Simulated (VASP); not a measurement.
Wanted: the native input for a VASP 6.6.1 run.

| Property | Result |
| --- | --- |
| Task | single point |
| Functional | PBEsol |
| Potentials or basis | VASP PAW PBE potentials, release 64 (Ba_sv) |
| Cutoff | 520 eV |
| k mesh | 10 × 10 × 10 |
| Occupations | fermi-dirac, width 0.05 eV |
| Spin | no spin polarisation |
| Dipole correction | no |
| Further INCAR settings | ALGO = Normal; EDIFF = 1e-06; NBANDS = 11 |

The structure of Ba lies in POSCAR:

```
Ba
1.0
   -2.5000000000      2.5000000000      2.5250000000
    2.5000000000     -2.5000000000      2.5250000000
    2.5000000000      2.5000000000     -2.5250000000
Ba
1
Direct
    0.0000000000      0.0000000000      0.0000000000
```

This cell differs from its parent crystal: zz strain of +1 %.

The input as run:

INCAR

```
  PREC = Accurate
  ENCUT = 520
  EDIFF = 1E-6
  ISMEAR = -1
  SIGMA = 0.05
  LREAL = F
  LASPH = T
  NELM = 100
  ALGO = Normal
  ISIF = 2
  LWAVE = F
  LCHARG = F
  GGA = PS
  NBANDS = 11
```

KPOINTS

```
regular mesh
0
Gamma
  10 10 10
```

Potentials or basis: VASP PAW PBE potentials, release 64 (Ba_sv).

The run is started by

```console
$ cat potpaw_PBE.64/Ba_sv/POTCAR > POTCAR
$ mpirun -np 1 vasp_std > vasp.out
```

Results of the run:

```yaml
Pressure: -0.6 GPa
Band_gap_on_the_k_mesh: zero (band 5 reaches 1.86 eV, above the bottom of band 6 at 1.00 eV)
```

Caveat: the cell differs from its parent crystal (zz strain of +1 %); the PAW data sets were made with another functional, which shifts forces and pressure a little; spin-orbit coupling is left out, which moves the levels of the heavy elements.

Run time: 36 s on 1 thread of Intel(R) Xeon(R) Platinum 8259CL CPU @ 2.50GHz (Skylake/Cascade Lake) (shared host), peak memory 0.22 GiB.
